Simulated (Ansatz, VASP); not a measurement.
**One calculation of Hg, two programs**

Contents of INCAR:

```
ALGO = Fast ; EDIFF = 1E-7
ENCUT = 520 ; GGA = PS
ISIF = 2 ; ISMEAR = 0
IVDW = 12 ; LASPH = T
LCHARG = T ; LELF = T
LREAL = F ; LVHAR = T
LWAVE = F ; NBANDS = 19
NELM = 100 ; PREC = Accurate
SIGMA = 0.15
```

File KPOINTS:

```
k-points
0
Gamma
  18 18 10
```

The input POSCAR:

```
Hg
1.0
    3.1935000000      0.0000000000      0.0000000000
   -1.5967500000      2.7656521270      0.0000000000
    0.0000000000      0.0000000000      5.2374000000
Hg
2
Direct
    0.6666666667      0.3333333333      0.7500000000
    0.3333333333      0.6666666667      0.2500000000
```

Input for Ansatz:

```yaml
crystal:
  lattice:
    - [3.1935, 0.0, 0.0]
    - [-1.59675, 2.765652127, 0.0]
    - [0.0, 0.0, 5.2374]
  atoms:
    - { symbol: Hg, position: [0.6666666667, 0.3333333333, 0.75] }
    - { symbol: Hg, position: [0.3333333333, 0.6666666667, 0.25] }
basis:
  ecutwfc: 420
kpoints:
  mp_grid: { grid: [18, 18, 10] }
hamiltonian:
  xc: pbesol
  dispersion: d3bj
scf:
  occupations: { method: gaussian, width: 0.15 }
output:
  forces: true
  stress: true
  eigenvalues: true
  write_density: true
  write_potential: true
  elf: true
  volumetric_format: npy
```

Alike in both runs: task single point; functional PBEsol; dispersion D3(BJ); k mesh 18 × 18 × 10; occupations gaussian, width 0.15 eV; no spin polarisation.

|  | VASP | Ansatz |
| --- | --- | --- |
| version | VASP 6.6.1 | Ansatz 0.2.0 |
| potentials or method | VASP PAW PBE potentials, release 64 (Hg), cutoff 520 eV | scalar-relativistic, plane waves, PAW |
| valence electrons in the cell | 24 | 40 |

```tsv
	VASP	Ansatz	Ansatz less VASP
gap on the k mesh at the Fermi level (eV)	none	none	-
pressure (GPa)	-1.9	-2.3	-0.38
traceless stress, the component that is largest in VASP (GPa)	-0.28	-0.27	+0.009
```

VASP's potentials were made for PBE, not for PBEsol. A gap of «none» marks a metal or a gap that the smearing closes. VASP's potentials hold 24 valence electrons a cell and Ansatz's 40, so a difference there can come from the potentials and not from the codes.

Spin-orbit coupling is off throughout.
